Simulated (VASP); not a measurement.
# WS2 in VASP: further runs, part 2 of 2

VASP 6.6.1.

## (4) Single point, PBE+D3(BJ)

File INCAR:

```
PREC = Accurate
ENCUT = 520
EDIFF = 1E-6
ISMEAR = 0
SIGMA = 0.05
LREAL = F
LASPH = T
NELM = 60
ALGO = Normal
ISIF = 2
LWAVE = F
LCHARG = F
LDIPOL = T
IDIPOL = 3
DIPOL = 0.5 0.5 0.391
GGA = PE
IVDW = 12
NBANDS = 35
```

File KPOINTS:

```
Automatic mesh
0
Gamma
  9 9 1
```

File POSCAR:

```
WS2
1.0
    3.1595457497      0.0000000000      0.0000000000
   -1.5797728749      2.7362468836      0.0000000000
    0.0000000000      0.0000000000     23.8042575719
S W
4 2
Direct
    0.3333333333      0.6666666667      0.1890418126
    0.3333333333      0.6666666667      0.3214605103
    1.0000000000      1.0000000000      0.4596710800
    1.0000000000      1.0000000000      0.5920897776
    0.6666666667      0.3333333333      0.2552511581
    0.6666666667      1.3333333333      0.5258804254
```

Potentials or basis: VASP PAW PBE potentials, release 64 (S, W_sv).

The run is started by

```sh
$ cat potpaw_PBE.64/S/POTCAR potpaw_PBE.64/W_sv/POTCAR > POTCAR
$ mpirun -np 1 vasp_std > vasp.out
```

OUTCAR:

```text
PREC = Accurate
   ENCUT = 520
   EDIFF = 1E-6
   ISMEAR = 0
   LREAL = F
   LASPH = T
   NELM = 60
   ISIF = 2
   GGA = PE
   IVDW = 12
 IVDW          = 12

 ion  position               nearest neighbor table
   1  0.333  0.667  0.189-   5 2.41   5 2.41   5 2.41
   2  0.333  0.667  0.321-   5 2.41   5 2.41   5 2.41
   3  0.000  0.000  0.460-   6 2.41   6 2.41   6 2.41
   4  0.000  0.000  0.592-   6 2.41   6 2.41   6 2.41
   5  0.667  0.333  0.255-   1 2.41   1 2.41   1 2.41   2 2.41   2 2.41   2 2.41
   6  0.667  0.333  0.526-   3 2.41   3 2.41   3 2.41   4 2.41   4 2.41   4 2.41

  LATTYP: Found a hexagonal cell.
 ALAT       =     3.1595457497
 C/A-ratio  =     7.5340759266

  Lattice vectors:

 A1 = (   3.1595457497,   0.0000000000,   0.0000000000)
 A2 = (  -1.5797728749,   2.7362468836,   0.0000000000)
 A3 = (   0.0000000000,   0.0000000000,  23.8042575719)

Analysis of symmetry for initial positions (statically):
=====================================================================
 Subroutine PRICEL returns:
 Original cell was already a primitive cell.

 Routine SETGRP: Setting up the symmetry group for a
 hexagonal supercell.

 Subroutine GETGRP returns: Found 12 space group operations
 (whereof  6 operations were pure point group operations)
 out of a pool of 24 trial point group operations.

The static configuration has the point symmetry C_3v.
 The point group associated with its full space group is D_3d.

Analysis of symmetry for dynamics (positions and initial velocities):
=====================================================================
 Subroutine PRICEL returns:
 Original cell was already a primitive cell.

 Routine SETGRP: Setting up the symmetry group for a
 hexagonal supercell.

 Subroutine GETGRP returns: Found 12 space group operations
 (whereof  6 operations were pure point group operations)
 out of a pool of 24 trial point group operations.

The dynamic configuration has the point symmetry C_3v.
[... 124 lines left out ...]
   LEPSILON=     F    determine dielectric tensor
   LRPA    =     F    only Hartree local field effects (RPA)
 non-spin polarized calculation
 Gauss-broadening in eV      SIGMA  =   0.05
  energy-cutoff  :      520.00
  volume of cell :      205.79
 maximum number of plane-waves:      5566
 NGX is ok and might be reduce to    24
   NGX = 11   NGY = 11   NGZ = 89

 dipolmoment           0.000000      0.000000      0.000067 electrons x Angstroem

 number of electron      51.9999994 magnetization

 dipolmoment           0.000000      0.000000     -0.000007 electrons x Angstroem

 Free energy of the ion-electron system (eV)
  ---------------------------------------------------
  ext. energy  EPLUGINS =         0.00000000
  ---------------------------------------------------
  free energy    TOTEN  =       -47.30386567 eV

  energy without entropy =      -47.30386567  energy(sigma->0) =      -47.30386567

 E-fermi :   1.4111     XC(G=0):  -6.1432

 val. band max:        1.0412732856   @ k =   0.0000   0.0000   0.0000
 cond. band min:       2.7346833538   @ k =   0.3333   0.3333   0.0000
 fundamental gap:      1.6934100681
 Fermi energy:         1.4111478164

 k-point     1 :       0.0000    0.0000    0.0000
  band No.  band energies     occupation
      1     -73.1940      2.00000
      2     -73.1939      2.00000
      3     -37.4463      2.00000
      4     -37.4463      2.00000
      5     -37.2714      2.00000
      6     -37.2714      2.00000
[... 445 lines left out ...]
     34       6.4504      0.00000
     35       6.9532      0.00000

------------------------ aborting loop because EDIFF is reached ----------------------------------------

 vacuum level on the upper side and lower side of the slab       (xc-potential included)        -0.196        -0.198

 Edisp (eV)   -2.14277

 E8    (eV) :    -0.9304

  FORCE on cell =-STRESS in cart. coord.  units (eV):
  Direction    XX          YY          ZZ          XY          YZ          ZX
  --------------------------------------------------------------------------------------
  -------------------------------------------------------------------------------------
  Total      -0.18277    -0.18277    -0.56465     0.00000     0.00000     0.00000
  in kB      -1.42291    -1.42291    -4.39595     0.00000     0.00000     0.00000
  external pressure =       -2.41 kB  Pullay stress =        0.00 kB

 VOLUME and BASIS-vectors are now :
 -----------------------------------------------------------------------------
  energy-cutoff  :      520.00
  volume of cell :      205.79
      direct lattice vectors                 reciprocal lattice vectors
     3.159545750  0.000000000  0.000000000     0.316501193  0.182732049  0.000000000
    -1.579772875  2.736246884  0.000000000     0.000000000  0.365464098  0.000000000
     0.000000000  0.000000000 23.804257572     0.000000000  0.000000000  0.042009292

 POSITION                                       TOTAL-FORCE (eV/Angst)
 -----------------------------------------------------------------------------------
     -0.00000      1.82416      4.50000        -0.000000      0.000000      0.003730
     -0.00000      1.82416      7.65213        -0.000000      0.000000      0.024258
      0.00000      0.00000     10.94213        -0.000000     -0.000000     -0.024258
      0.00000      0.00000     14.09426        -0.000000      0.000000     -0.003730
      1.57977      0.91208      6.07606         0.000000     -0.000000      0.057491
      1.57977      0.91208     12.51819        -0.000000      0.000000     -0.057491
 -----------------------------------------------------------------------------------
    total drift:                               -0.000000      0.000000     -0.000545

  FREE ENERGIE OF THE ION-ELECTRON SYSTEM (eV)
  ---------------------------------------------------
  free  energy   TOTEN  =       -49.4466343854 eV

  energy  without entropy=      -49.4466343854  energy(sigma->0) =      -49.44663439

 vacuum level on the upper side and lower side of the slab         6.316         6.315
```

stdout:

```text
POSCAR found type information on POSCAR S W
 POSCAR found :  2 types and       6 ions
 scaLAPACK will be used
 LDA part: xc-table for (Slater+PW92), standard interpolation
 POSCAR, INCAR and KPOINTS ok, starting setup
 FFT: planning ... GRIDC
 FFT: planning ... GRID_SOFT
 FFT: planning ... GRID
 WAVECAR not read
 entering main loop
```

It took 94 s on 1 thread of AMD EPYC 9R45 (Zen 5), shared host; peak memory 0.31 GiB.

Results:

```yaml
Free_energy: -49.4466 eV
Largest_force: 0.057 eV/Å
Band_gap_on_the_k_mesh: 1.69 eV, indirect (least direct gap 1.92 eV)
Dispersion_energy_per_atom: -0.357 eV
```

Forces on the atoms (eV/Å):
```
S    0.000  0.000  0.004
S    0.000  0.000  0.024
S    0.000  0.000 -0.024
S    0.000  0.000 -0.004
W    0.000  0.000  0.057
W    0.000  0.000 -0.057
```

Caveat: spin-orbit coupling is left out, which moves the levels of the heavy elements.

## (5) Single point, PBE+D3(BJ)

File INCAR:

```
SYSTEM = WS2
PREC     = Accurate       ! precision mode
ENCUT    = 520            ! plane-wave cutoff, eV
EDIFF    = 1E-6           ! SCF threshold, eV
ISMEAR   = 0              ! smearing method
SIGMA    = 0.05           ! smearing width, eV
LREAL    = .FALSE.        ! projectors in reciprocal space
LASPH    = .TRUE.         ! aspherical terms in the spheres
NELM     = 100            ! most SCF steps
ALGO     = Normal         ! electronic algorithm
ISIF     = 2              ! what is computed and relaxed
LWAVE    = .FALSE.        ! write WAVECAR
LCHARG   = .TRUE.         ! write CHGCAR
LDIPOL   = .TRUE.       
IDIPOL   = 3            
DIPOL    = 0.5 0.5 0.391
GGA      = PE             ! functional
IVDW     = 12             ! dispersion correction
LELF     = .TRUE.         ! ELF
LVHAR    = .TRUE.       
LVACPOTAV= .TRUE.       
NBANDS   = 35             ! bands
```

File KPOINTS:

```
regular mesh
0
G
  9 9 1
  0 0 0
```

File POSCAR:

```
WS2
1.0
    3.1595457497      0.0000000000      0.0000000000
   -1.5797728749      2.7362468836      0.0000000000
    0.0000000000      0.0000000000     23.8042575719
S W
4 2
Direct
    0.3333333333      0.6666666667      0.1890418126
    0.3333333333      0.6666666667      0.3214605103
    0.6666666667      1.3333333333      0.4596710800
    0.6666666667      1.3333333333      0.5920897776
    0.6666666667      0.3333333333      0.2552511581
    0.3333333333      1.6666666667      0.5258804254
```

The run is started by

```sh
$ cat potpaw_PBE.64/S/POTCAR potpaw_PBE.64/W_sv/POTCAR > POTCAR
$ mpirun -np 1 vasp_std > vasp.out
```

It took 97 s on 1 thread of AMD EPYC 9R45 (Zen 5), shared host; peak memory 0.3 GiB.

The run converged. Its results:

```yaml
Free_energy: -49.4588 eV
Largest_force: 0.058 eV/Å
Band_gap_on_the_k_mesh: 1.69 eV, indirect (least direct gap 1.89 eV)
Dispersion_energy_per_atom: -0.357 eV
```

Forces in eV/Å, atoms in the order of the input:
```
S    0.000  0.000  0.007
S    0.000  0.000  0.058
S    0.000  0.000 -0.058
S    0.000  0.000 -0.007
W    0.000  0.000  0.046
W    0.000  0.000 -0.046
```

Levels at points of the mesh, in eV from the valence-band top:
| k point | band 23 | band 24 | band 25 | band 26 | band 27 | band 28 | band 29 | band 30 |
| --- | --- | --- | --- | --- | --- | --- | --- | --- |
| (0.00, 0.00, 0.00) | -1.78 | -1.78 | -0.53 | 0.00 | 2.71 | 2.71 | 2.71 | 2.71 |

Caveat: spin-orbit coupling is left out, which moves the levels of the heavy elements.
